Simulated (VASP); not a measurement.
Al, 1 atom in the cell. The structure is tetragonal, space group I4/mmm (No. 139). The conventional cell has a = 2.862 Å, b = 2.862 Å, c = 3.866 Å, α = 90.00°, β = 90.00°, γ = 90.00°. Within 3.7 Å of Al (site symmetry 4/mmm) lie 12 Al at 2.80 to 2.86 Å.  This cell differs from its parent crystal: strain -0.0450 x Voigt [0, 0, 1, 0, 0, 0].

```yaml
Program: VASP 6.6.1
Task: single point
Functional: PBEsol
Dispersion: D3(BJ)
Potentials_or_basis: VASP PAW PBE potentials, release 64 (Al)
Cutoff: 520 eV
k_mesh: 20 × 20 × 20
Occupations: gaussian, width 0.15 eV
Spin: no spin polarisation
Dipole_correction: no
Further_INCAR_settings: ALGO = Fast; EDIFF = 1e-06; NBANDS = 8
```

Potentials or basis: VASP PAW PBE potentials, release 64 (Al).

Run with:

```bash
$ cat potpaw_PBE.64/Al/POTCAR > POTCAR
$ mpirun -np 1 vasp_std > vasp.out
```

Hardware: 1 thread of Intel(R) Xeon(R) Platinum 8559C (Emerald Rapids), on a shared host.

Q: Estimate the wall time of this run.

A: Wall time 27 s on 1 thread of Intel(R) Xeon(R) Platinum 8559C (Emerald Rapids), on a shared host, peak memory 0.19 GiB. Counts: scf iterations 11, k points 641.
